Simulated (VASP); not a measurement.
A run of VASP 6.6.1 is set up as follows.

The input INCAR:

```
  PREC = Accurate
  ENCUT = 520
  EDIFF = 1E-6
  ISMEAR = 0
  SIGMA = 0.1
  LREAL = F
  LASPH = T
  NELM = 150
  ALGO = Normal
  ISIF = 2
  LWAVE = F
  LCHARG = F
  ISPIN = 2
  MAGMOM = 1 0
  LORBIT = 11
  LMAXMIX = 4
  GGA = PE
  NBANDS = 18
```

File KPOINTS:

```
regular mesh
0
Gamma
  6 6 6
```

File POSCAR:

```
OsI
1.0
    1.6992424200      0.9810580686      5.4124017821
   -1.6992424200      0.9810580686      5.4124017821
    0.0000000000     -1.9621161371      5.4124017821
Os I
1 1
Direct
    0.0000000000      0.0000000000      0.0000000000
    0.5000000000      0.5000000000      0.5000000000
```

Potentials or basis: VASP PAW PBE potentials, release 64 (Os, I).

Command:

```bash
$ cat potpaw_PBE.64/Os/POTCAR potpaw_PBE.64/I/POTCAR > POTCAR
$ mpirun -np 1 vasp_std > vasp.out
```

Problem. What does it give for the site moments?

Solution. Os +1.31; I -0.01 μB.

Problem. What does it give for the net moment?

Solution. 1.33 μB per cell.

Problem. Estimate the pressure.

Solution. -16.2 GPa.

Stress tensor (GPa, compression positive):
```
-13.58   0.00   0.00
  0.00 -13.58   0.00
  0.00   0.00 -21.50
```

Caveat: the k points lie up to 0.36 Å⁻¹ apart.
